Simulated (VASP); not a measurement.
# LiF (Fm-3m) in VASP: a series of runs

Aim: see how the results for LiF move with the level of theory and the settings. Levels: PBE, r2SCAN. Tasks: single point.

All numbers are computed with VASP 6.6.1; they aren't measurements. Logs are shortened: lines on timing, memory, paths and dates and some standing lists are left out, and cuts for length are marked.

## 1. The cell of the first run

The structure is cubic, space group Fm-3m (No. 225). The conventional cell has a = 4.149 Å, b = 4.149 Å, c = 4.149 Å, α = 90.00°, β = 90.00°, γ = 90.00°. Within 2.7 Å of Li (site symmetry m-3m) lie 6 F at 2.07 Å. Within 2.7 Å of F (site symmetry m-3m) lie 6 Li at 2.07 Å.

## 2. Single point, PBE (strain +4.0%)

INCAR

```
SYSTEM = LiF
ALGO = Normal
EDIFF = 1E-6
ENCUT = 520
GGA = PE
ISIF = 2
ISMEAR = -1
LASPH = .True.
LCHARG = .False.
LREAL = .False.
LWAVE = .False.
NBANDS = 12
NELM = 80
PREC = Accurate
SIGMA = 0.02
```

KPOINTS

```
k-points
0
Gamma
  10 10 10
  0 0 0
```

POSCAR

```
LiF
1.0
    0.0000000000      2.0746666070      2.0746666070
    2.0746666070      0.0000000000      2.0746666070
    2.0746666070      2.0746666070      0.0000000000
Li F
1 1
Direct
    0.0000000000      0.0000000000      0.0000000000
    0.5000000000      0.5000000000      0.5000000000
```

Potentials or basis: VASP PAW PBE potentials, release 64 (Li_sv, F).

Started as:

```console
> cat potpaw_PBE.64/Li_sv/POTCAR potpaw_PBE.64/F/POTCAR > POTCAR
> mpirun -np 1 vasp_std > vasp.out
```

OUTCAR:

```text
SYSTEM = LiF
   EDIFF = 1E-6
   ENCUT = 520
   GGA = PE
   ISIF = 2
   ISMEAR = -1
   LASPH = .True.
   LREAL = .False.
   NELM = 80
   PREC = Accurate

 ion  position               nearest neighbor table
   1  0.000  0.000  0.000-   2 2.07   2 2.07   2 2.07   2 2.07   2 2.07   2 2.07
   2  0.500  0.500  0.500-   1 2.07   1 2.07   1 2.07   1 2.07   1 2.07   1 2.07

  LATTYP: Found a face centered cubic cell.
 ALAT       =     4.1493332140

  Lattice vectors:

 A1 = (   0.0000000000,   2.0746666070,   2.0746666070)
 A2 = (   2.0746666070,   0.0000000000,   2.0746666070)
 A3 = (   2.0746666070,   2.0746666070,   0.0000000000)

Analysis of symmetry for initial positions (statically):
=====================================================================
 Subroutine PRICEL returns:
 Original cell was already a primitive cell.

 Routine SETGRP: Setting up the symmetry group for a
 face centered cubic supercell.

 Subroutine GETGRP returns: Found 48 space group operations
 (whereof 48 operations were pure point group operations)
 out of a pool of 48 trial point group operations.

The static configuration has the point symmetry O_h .

Analysis of symmetry for dynamics (positions and initial velocities):
=====================================================================
 Subroutine PRICEL returns:
 Original cell was already a primitive cell.

 Routine SETGRP: Setting up the symmetry group for a
 face centered cubic supercell.

 Subroutine GETGRP returns: Found 48 space group operations
 (whereof 48 operations were pure point group operations)
 out of a pool of 48 trial point group operations.

The dynamic configuration has the point symmetry O_h .

 Subroutine INISYM returns: Found 48 space group operations
 (whereof 48 operations are pure point group operations),
 and found     1 'primitive' translations

----------------------------------------------------------------------------------------

                                     Primitive cell

  volume of cell :      17.8597

  direct lattice vectors                    reciprocal lattice vectors
     0.000000000  2.074666607  2.074666607    -0.241002578  0.241002578  0.241002578
     2.074666607  0.000000000  2.074666607     0.241002578 -0.241002578  0.241002578
     2.074666607  2.074666607  0.000000000     0.241002578  0.241002578 -0.241002578

  length of vectors
     2.934021653  2.934021653  2.934021653     0.417428709  0.417428709  0.417428709

  position of ions in fractional coordinates (direct lattice)
     0.000000000  0.000000000  0.000000000
     0.500000000  0.500000000  0.500000000

  ion indices of the primitive-cell ions
   primitive index   ion index
                 1           1
                 2           2

----------------------------------------------------------------------------------------

 KPOINTS: k-points

Automatic generation of k-mesh.
 Grid dimensions read from file:
 generate k-points for:   10   10   10

 Generating k-lattice:

  Cartesian coordinates                     Fractional coordinates (reciprocal lattice)
    -0.024100258  0.024100258  0.024100258     0.100000000  0.000000000  0.000000000
     0.024100258 -0.024100258  0.024100258     0.000000000  0.100000000  0.000000000
     0.024100258  0.024100258 -0.024100258     0.000000000  0.000000000  0.100000000

  Length of vectors
     0.041742871  0.041742871  0.041742871

  Shift w.r.t. Gamma in fractional coordinates (k-lattice)
     0.000000000  0.000000000  0.000000000

 Subroutine IBZKPT returns following result:
 ===========================================

 Found     47 irreducible k-points:

 Following reciprocal coordinates:
            Coordinates               Weight
  0.000000  0.000000  0.000000      1.000000
  0.100000  0.000000  0.000000      8.000000
  0.200000  0.000000  0.000000      8.000000
  0.300000  0.000000  0.000000      8.000000
  0.400000  0.000000  0.000000      8.000000
  0.500000  0.000000  0.000000      4.000000
[... 16 lines left out ...]
  0.300000  0.300000  0.000000      6.000000
  0.400000  0.300000  0.000000     24.000000
 [... further k-points ...]
   k-points           NKPTS =     47   k-points in BZ     NKDIM =     47   number of bands    NBANDS=     12
   number of dos      NEDOS =    301   number of ions     NIONS =      2
   total plane-waves  NPLWV =  13824
   dimension x,y,z NGX =    24 NGY =   24 NGZ =   24
   dimension x,y,z NGXF=    48 NGYF=   48 NGZF=   48
   ions per type =               1   1
   NGX,Y,Z   is equivalent  to a cutoff of  13.60, 13.60, 13.60 a.u.
   NGXF,Y,Z  is equivalent  to a cutoff of  27.20, 27.20, 27.20 a.u.
 SYSTEM =  LiF
   PREC   = accura    normal or accurate (medium, high low for compatibility)
   ISTART =      0    job   : 0-new  1-cont  2-samecut
   ICHARG =      2    charge: 1-file 2-atom 10-const
   ISPIN  =      1    spin polarized calculation?
   LNONCOLLINEAR =      F non collinear calculations
   LSORBIT =      F    spin-orbit coupling
   LASPH  =      T    aspherical Exc in radial PAW
   ENCUT  =  520.0 eV  38.22 Ry    6.18 a.u.   5.46  5.46  5.46*2*pi/ulx,y,z
   NELM   =     80;   NELMIN=  2; NELMDL= -5     # of ELM steps
   EDIFF  = 0.1E-05   stopping-criterion for ELM
   LREAL  =      F    real-space projection
   EDIFFG = 0.1E-04   stopping-criterion for IOM
   NSW    =      0    number of steps for IOM
   IBRION =     -1    ionic relax: 0-MD 1-quasi-New 2-CG
   NFREE  =      0    steps in history (QN), initial steepest desc. (CG)
   ISIF   =      2    stress and relaxation
   ISYM   =      2    0-nonsym 1-usesym 2-fastsym
   POTIM  = 0.5000    time-step for ionic-motion
   TEBEG  =    0.0;   TEEND  =   0.0 temperature during run
   PSTRESS=    0.0 pullay stress
   NELECT =      10.0000    total number of electrons
   NUPDOWN=      -1.0000    fix difference up-down
   EMIN   =  10.00;   EMAX   =-10.00  energy-range for DOS
   EFERMI =   0.00;   METHOD = LEGACY
   ISMEAR =    -1;   SIGMA  =   0.02  broadening in eV -4-tet -1-fermi 0-gaus
   EFERMI_NEDOS =   21; number of points for ismear=-14 and -15
   IALGO  =     38    algorithm
   IMIX   =      4    mixing-type and parameters
     AMIX     =   0.40;   BMIX     =  1.00
     AMIX_MAG =   1.60;   BMIX_MAG =  1.00
  volume/ion in A,a.u.               =       8.93        60.26
  Fermi-wavevector in a.u.,A,eV,Ry     =   1.349325  2.549854 24.771822  1.820678
  Thomas-Fermi vector in A             =   2.476921
   LORBIT       =      0    0 simple, 1 ext, 2 COOP (PROOUT), +10 PAW based schemes
   GGA     = PE    functional components
   LHFCALC =     F    Hartree Fock is set to
   AEXX    =    0.0000 exact exchange contribution
   IVDW    =     0    specifies the selected vdW correction
   LEPSILON=     F    determine dielectric tensor
   LRPA    =     F    only Hartree local field effects (RPA)
 non-spin polarized calculation
  energy-cutoff  :      520.00
  volume of cell :       17.86
 maximum number of plane-waves:       531
 NGX is ok and might be reduce to    24
   NGX = 11   NGY = 11   NGZ = 11

 number of electron      10.0000012 magnetization

 Free energy of the ion-electron system (eV)
  ---------------------------------------------------
  ext. energy  EPLUGINS =         0.00000000
  ---------------------------------------------------
  free energy    TOTEN  =        -9.62914121 eV

  energy without entropy =       -9.62914121  energy(sigma->0) =       -9.62914121

 E-fermi :  -0.9313     XC(G=0):  -9.5564

 val. band max:       -1.5251594520   @ k =   0.0000   0.0000   0.0000
 cond. band min:       6.8135770600   @ k =   0.0000   0.0000   0.0000
 fundamental gap:      8.3387365119
 Fermi energy:        -0.9313059046

 k-point     1 :       0.0000    0.0000    0.0000
  band No.  band energies     occupation
      1     -42.6671      2.00000
      2     -21.2694      2.00000
      3      -1.5252      2.00000
      4      -1.5252      2.00000
      5      -1.5252      2.00000
      6       6.8136      0.00000
      7      21.2831      0.00000
      8      21.2831      0.00000
      9      21.2831      0.00000
     10      21.9260      0.00000
     11      21.9260      0.00000
     12      21.9260      0.00000

 k-point     2 :       0.1000    0.0000    0.0000
  band No.  band energies     occupation
      1     -42.6631      2.00000
      2     -21.2349      2.00000
      3      -1.7870      2.00000
      4      -1.5452      2.00000
      5      -1.5452      2.00000
      6       7.1057      0.00000
      7      18.9024      0.00000
      8      20.1938      0.00000
      9      20.1938      0.00000
     10      22.7759      0.00000
     11      22.8548      0.00000
     12      22.8548      0.00000

 k-point     3 :       0.2000    0.0000    0.0000
  band No.  band energies     occupation
      1     -42.6531      2.00000
      2     -21.1459      2.00000
      3      -2.4105      2.00000
      4      -1.5967      2.00000
      5      -1.5967      2.00000
      6       7.7781      0.00000
      7      16.5146      0.00000
      8      18.8110      0.00000
      9      18.8111      0.00000
     10      23.6536      0.00000
     11      24.1406      0.00000
     12      24.1406      0.00000

 k-point     4 :       0.3000    0.0000    0.0000
  band No.  band energies     occupation
      1     -42.6409      2.00000
      2     -21.0322      2.00000
      3      -3.0946      2.00000
      4      -1.6582      2.00000
      5      -1.6582      2.00000
      6       8.4149      0.00000
      7      14.9819      0.00000
      8      17.6591      0.00000
      9      17.6591      0.00000
     10      24.8860      0.00000
     11      25.6912      0.00000
     12      25.6912      0.00000

 k-point     5 :       0.4000    0.0000    0.0000
  band No.  band energies     occupation
      1     -42.6309      2.00000
      2     -20.9365      2.00000
      3      -3.6003      2.00000
      4      -1.7065      2.00000
      5      -1.7065      2.00000
      6       8.7292      0.00000
      7      14.3243      0.00000
      8      16.9155      0.00000
      9      16.9156      0.00000
     10      26.3327      0.00000
     11      27.2375      0.00000
     12      27.2375      0.00000
[... 228 lines left out ...]
      1     -42.6278      2.00000
      2     -20.8837      2.00000
      3      -3.3180      2.00000
      4      -2.5316      2.00000
      5      -1.7374      2.00000
      6       9.7759      0.00000
      7      13.6680      0.00000
      8      16.8579      0.00000
      9      17.1044      0.00000
     10      25.9989      0.00000
     11      26.4118      0.00000
     12      26.4968      0.00000

 k-point    22 :      -0.2000    0.2000    0.0000
  band No.  band energies     occupation
      1     -42.6369      2.00000
      2     -20.9834      2.00000
      3      -2.9726      2.00000
      4      -2.2782      2.00000
      5      -1.6208      2.00000
      6       9.0523      0.00000
      7      14.4929      0.00000
      8      17.2787      0.00000
      9      17.6552      0.00000
     10      24.6998      0.00000
     11      24.8522      0.00000
     12      27.1844      0.00000

 k-point    23 :       0.3000    0.3000    0.0000
  band No.  band energies     occupation
      1     -42.6333      2.00000
      2     -20.9192      2.00000
      3      -3.2233      2.00000
      4      -2.1042      2.00000
      5      -2.1042      2.00000
      6       9.9212      0.00000
      7      15.8949      0.00000
      8      16.6164      0.00000
      9      17.9149      0.00000
     10      17.9149      0.00000
     11      30.9147      0.00000
     12      31.6021      0.00000

 k-point    24 :       0.4000    0.3000    0.0000
  band No.  band energies     occupation
      1     -42.6258      2.00000
      2     -20.8292      2.00000
      3      -3.5820      2.00000
      4      -2.2888      2.00000
      5      -2.1905      2.00000
      6      10.7495      0.00000
      7      14.7050      0.00000
      8      16.0839      0.00000
      9      17.6697      0.00000
     10      18.7338      0.00000
     11      30.4097      0.00000
     12      31.8320      0.00000

 [... further k-points ...]
[... 5 lines left out ...]
  --------------------------------------------------------------------------------------
  -------------------------------------------------------------------------------------
  Total       -0.4444207     -0.4444207     -0.4444207      0.0000000     -0.0000000      0.0000000
  in kB      -39.8685046    -39.8685046    -39.8685046      0.0000000     -0.0000000      0.0000000
  external PRESSURE =     -39.8685046 kB  Pullay stress =       0.0000000 kB

 VOLUME and BASIS-vectors are now :
 -----------------------------------------------------------------------------
  energy-cutoff  :      520.00
  volume of cell :       17.86
      direct lattice vectors                 reciprocal lattice vectors
     0.000000000  2.074666607  2.074666607    -0.241002578  0.241002578  0.241002578
     2.074666607  0.000000000  2.074666607     0.241002578 -0.241002578  0.241002578
     2.074666607  2.074666607  0.000000000     0.241002578  0.241002578 -0.241002578

 POSITION                                       TOTAL-FORCE (eV/Angst)
 -----------------------------------------------------------------------------------
      0.00000      0.00000      0.00000         0.000000     -0.000000     -0.000000
      2.07467      2.07467      2.07467        -0.000000      0.000000      0.000000
 -----------------------------------------------------------------------------------
    total drift:                               -0.000000     -0.000000      0.000000

  FREE ENERGIE OF THE ION-ELECTRON SYSTEM (eV)
  ---------------------------------------------------
  free  energy   TOTEN  =        -9.6291412077 eV

  energy  without entropy=       -9.6291412077  energy(sigma->0) =       -9.62914121
```

Run time: 22 s. Hardware: 1 thread of AMD EPYC, shared host; peak memory 0.1 GiB.

Results:

| Quantity | Value |
| --- | --- |
| Free energy | -9.6291 eV |
| Band gap on the k mesh | 8.34 eV, direct |

Caveat: the cell differs from its parent crystal (strain +4.0%); the cutoff is under 1.25 times the usual one of these potentials, so pressure, stress and relaxed cells hold a basis-set (Pulay) error.

## 3. Single point, r2SCAN (strain -4.0%)

POSCAR

```
LiF
1.0
    0.0000000000      1.9150768680      1.9150768680
    1.9150768680      0.0000000000      1.9150768680
    1.9150768680      1.9150768680      0.0000000000
Li F
1 1
Direct
    0.0000000000      0.0000000000      0.0000000000
    0.5000000000      0.5000000000      0.5000000000
```

INCAR.step1

```
SYSTEM = LiF
PREC     = Accurate       ! precision mode
ENCUT    = 520            ! plane-wave cutoff, eV
ISMEAR   = 0              ! smearing method
SIGMA    = 0.01           ! smearing width, eV
LREAL    = .False.        ! projectors in reciprocal space
LASPH    = .True.         ! aspherical terms in the spheres
NELM     = 80             ! most SCF steps
NBANDS   = 12             ! bands
GGA      = PE             ! functional
ALGO     = Normal         ! electronic algorithm
EDIFF    = 1E-4           ! SCF threshold, eV
LWAVE    = .True.         ! write WAVECAR
LCHARG   = .False.        ! write CHGCAR
```

INCAR.step2

```
SYSTEM = LiF
PREC     = Accurate       ! precision mode
ENCUT    = 520            ! plane-wave cutoff, eV
EDIFF    = 1E-6           ! SCF threshold, eV
ISMEAR   = 0              ! smearing method
SIGMA    = 0.01           ! smearing width, eV
LREAL    = .False.        ! projectors in reciprocal space
LASPH    = .True.         ! aspherical terms in the spheres
NELM     = 80             ! most SCF steps
ALGO     = Normal         ! electronic algorithm
ISIF     = 2              ! what is computed and relaxed
LWAVE    = .False.        ! write WAVECAR
LCHARG   = .False.        ! write CHGCAR
METAGGA  = R2SCAN         ! meta-GGA
LMIXTAU  = .True.       
NBANDS   = 12             ! bands
ISTART   = 1
```

KPOINTS

```
regular mesh
0
Gamma
  10 10 10
  0 0 0
```

Potentials or basis: VASP PAW PBE potentials, release 64 (Li_sv, F).

Started as:

```console
> cat potpaw_PBE.64/Li_sv/POTCAR potpaw_PBE.64/F/POTCAR > POTCAR
> cp INCAR.step1 INCAR
> mpirun -np 1 vasp_std > vasp.out
> cp INCAR.step2 INCAR
> mpirun -np 1 vasp_std > vasp.out
```

Wall time 81 s (1 thread of AMD EPYC, shared host); peak memory 0.09 GiB.

It converged, with:

| Property | Result |
| --- | --- |
| Free energy | -11.8371 eV |
| Band gap on the k mesh | 11.81 eV, direct |

Levels at points of the mesh, in eV from the valence-band top:
| k point | band 1 | band 2 | band 3 | band 4 | band 5 | band 6 | band 7 | band 8 | band 9 | band 10 |
| --- | --- | --- | --- | --- | --- | --- | --- | --- | --- | --- |
| (0.00, 0.00, 0.00) | -41.78 | -21.54 | 0.00 | 0.00 | 0.00 | 11.81 | 27.04 | 27.04 | 27.04 | 28.28 |
| (0.50, 0.00, 0.00) | -41.67 | -21.02 | -2.98 | -0.30 | -0.30 | 12.72 | 20.09 | 21.71 | 21.71 | 35.17 |
| (0.50, 0.50, 0.00) | -41.64 | -20.63 | -3.72 | -1.26 | -1.26 | 17.66 | 18.19 | 21.06 | 23.90 | 23.90 |

Caveat: the cell differs from its parent crystal (strain -4.0%); the cutoff is under 1.25 times the usual one of these potentials, so pressure, stress and relaxed cells hold a basis-set (Pulay) error; the PAW data sets were made with another functional, which shifts forces and pressure a little.
